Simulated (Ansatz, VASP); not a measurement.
# ZnS in VASP and in Ansatz

```xyz
4
Lattice="3.8797 0.0000 0.0000 -1.9398 3.3599 0.0000 0.0000 0.0000 6.3700" Properties=species:S:1:pos:R:3 pbc="T T T"
Zn    0.0000    2.2399    0.1116
Zn    1.9398    1.1200    3.2966
S     0.0000    2.2399    2.4178
S     1.9398    1.1200    5.6028
```

Alike in both runs: task single point; functional PBEsol; k mesh 9 × 9 × 6; occupations gaussian, width 0.05 eV; no spin polarisation.

```csv
,VASP,Ansatz
version,VASP 6.6.1,Ansatz 0.2.0
potentials or method,"VASP PAW PBE potentials, release 64 (Zn, S), cutoff 520 eV","scalar-relativistic, plane waves, PAW"
valence electrons in the cell,36,36
```

|  | VASP | Ansatz | Ansatz less VASP |
| --- | --- | --- | --- |
| gap on the k mesh at the Fermi level (eV) | 1.77 | 1.77 | -0.002 |
| least direct gap on the mesh (eV) | 1.77 | 1.77 | -0.002 |
| pressure (GPa) | -4.8 | -5.0 | -0.15 |
| traceless stress, the component that is largest in VASP (GPa) | 1.40 | 1.37 | -0.026 |
| rms of the force components (eV/Å) | 0.251 | 0.251 | -0.0002 |

VASP's potentials were made for PBE, not for PBEsol. Atom by atom the forces differ by 0.000 eV/Å (rms over components).
